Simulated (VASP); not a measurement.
GaAs: single point with PBE

**Experimental background.**

“Evidence of valence band perturbations in GaAsN/GaAs(001): A combined variable-angle spectroscopic ellipsometry and modulated photoreflectance investigation”, 2008, arxiv:0805.2212 reports, for a bulk crystal of GaAs at 300 K: band gap 1.412 ± 0.01 eV (direct).

The system is GaAs.

```
Ga As
1.0
     0.00000    2.85021    2.85021
     2.85021    0.00000    2.85021
     2.85021    2.85021    0.00000
Ga As
1 1
Direct
  0.00000 0.00000 0.00000
  0.25000 0.25000 0.25000
```

```json
{
  "Program": "VASP 6.6.1",
  "Task": "single point",
  "Functional": "PBE",
  "Potentials or basis": "VASP PAW PBE potentials, release 64 (Ga_d, As)",
  "Cutoff": "520 eV",
  "k mesh": "8 × 8 × 8",
  "Occupations": "gaussian, width 0.01 eV",
  "Spin": "no spin polarisation",
  "Dipole correction": "no",
  "Further INCAR settings": "ALGO = Normal; EDIFF = 1e-06; NBANDS = 16"
}
```

```yaml
Pressure: 1.7 GPa
Band_gap_on_the_k_mesh: 0.34 eV, direct
```

Levels at points of the mesh, in eV from the valence-band top:
```
           k point  band 5  band 6  band 7  band 8  band 9  band 10  band 11  band 12  band 13  band 14
(0.00, 0.00, 0.00)  -14.69  -12.55    0.00    0.00    0.00     0.34     3.72     3.72     3.72     7.51
(0.50, 0.00, 0.00)  -14.69  -10.86   -6.51   -1.11   -1.11     0.93     4.63     4.63     7.73    10.22
(0.50, 0.50, 0.00)  -14.68  -10.15   -6.71   -2.59   -2.59     1.51     1.67     9.97     9.97    10.76
```

It took 20 s on 1 thread of Intel(R) Xeon(R) Platinum 8488C (Sapphire Rapids) (shared host), peak memory 0.17 GiB.

A measured gap of GaAs is 1.412 eV (direct; 300 K; “Evidence of valence band perturbations in GaAsN/GaAs(001): A combined variable-angle spectroscopic ellipsometry and modulated photoreflectance investigation”, 2008, arxiv:0805.2212); the calculated 0.34 eV misses it by -1.08 eV. So large a miss can be the level of theory's own, or it may mean another phase, state or a wrong row. 3 values of this kind are on record (1.412 to 1.51 eV); this one was drawn at random among those near their median, those with a stated uncertainty first. Spin-orbit coupling on As, Ga is left out. The value is that of PBE, without temperature or zero-point motion. Semilocal functionals fall short of measured gaps as a rule.
